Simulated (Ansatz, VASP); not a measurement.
**Si3Ge in VASP and in Ansatz**

INCAR

```
PREC = Accurate ; ENCUT = 500
EDIFF = 1E-6 ; ISMEAR = 0
SIGMA = 0.1 ; LREAL = F
LASPH = T ; NELM = 120
ALGO = Normal ; ISIF = 2
LWAVE = F ; LCHARG = T
GGA = PE ; LELF = T
LVHAR = T ; NBANDS = 21
GGA_COMPAT = F
```

KPOINTS

```
Automatic mesh
0
Gamma
  6 6 2
```

POSCAR

```
Si3Ge
1.0
    3.2088792900      0.0000000000      0.0000000000
   -1.6044396400      2.7789709800      0.0000000000
    0.0000000000      0.0000000000      7.5762546500
Si Ge
3 1
Direct
    0.0000000000      0.0000000000      0.5000000000
    0.0000000000      0.0000000000      0.7048046000
    0.0000000000      0.0000000000      0.2951954000
    0.0000000000      0.0000000000      0.0000000000
```

Input for Ansatz:

```yaml
crystal:
  lattice:
    - [3.20887929, 0.0, 0.0]
    - [-1.60443964, 2.77897098, 0.0]
    - [0.0, 0.0, 7.57625465]
  atoms:
    - { symbol: Si, position: [0.0, 0.0, 0.5] }
    - { symbol: Si, position: [0.0, 0.0, 0.7048046] }
    - { symbol: Si, position: [0.0, 0.0, 0.2951954] }
    - { symbol: Ge, position: [0.0, 0.0, 0.0] }
basis:
  ecutwfc: 420
kpoints:
  mp_grid: { grid: [6, 6, 2] }
hamiltonian:
  xc: pbe
scf:
  occupations: { method: gaussian, width: 0.1 }
  lower_state_search: "off"
output:
  forces: true
  stress: true
  eigenvalues: true
```

Alike in both runs: task single point; functional PBE; k mesh 6 × 6 × 2; occupations gaussian, width 0.1 eV; no spin polarisation.

|  | VASP | Ansatz |
| --- | --- | --- |
| version | VASP 6.6.1 | Ansatz 0.2.0 |
| potentials or method | VASP PAW PBE potentials, release 64 (Si, Ge_d), cutoff 500 eV | scalar-relativistic, plane waves, PAW |
| valence electrons in the cell | 26 | 26 |

VASP gave:

* gap on the k mesh at the Fermi level (eV): none
* rms of the force components (eV/Å): 13.470

**Question.** Which values does Ansatz return?

**Answer.** gap on the k mesh at the Fermi level (eV): none; rms of the force components (eV/Å): 13.513.

Atom by atom the forces differ by 0.044 eV/Å (rms over components). A gap of «none» marks a metal or a gap that the smearing closes.

The k mesh is coarse, so the values compare programs but aren't converged.
